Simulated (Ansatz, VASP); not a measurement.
# HfC in VASP and in Ansatz

```xyz
2
Lattice="0.0000 2.3250 2.3250 2.3250 0.0000 2.3250 2.3250 2.3250 0.0000" Properties=species:S:1:pos:R:3 pbc="T T T"
Hf    2.3250    2.3250    2.3250
C     0.0000    0.0000    0.0000
```

Alike in both runs: task single point; functional PBEsol; k mesh 11 × 11 × 11; no spin polarisation.

|  | VASP | Ansatz |
| --- | --- | --- |
| version | VASP 6.6.1 | Ansatz 0.2.0 |
| potentials or method | VASP PAW PBE potentials, release 64 (Hf_pv, C), cutoff 600 eV | plane waves, PAW |
| occupations | fermi-dirac, width 0.1 eV | fermi-dirac |
| valence electrons in the cell | 14 | 30 |

```csv
,VASP,Ansatz,Ansatz less VASP
pressure (GPa),-7.0,-6.5,+0.51
```

VASP's potentials were made for PBE, not for PBEsol. VASP's potentials hold 14 valence electrons a cell and Ansatz's 30, so a difference there can come from the potentials and not from the codes.

Neither program's run includes spin-orbit coupling.
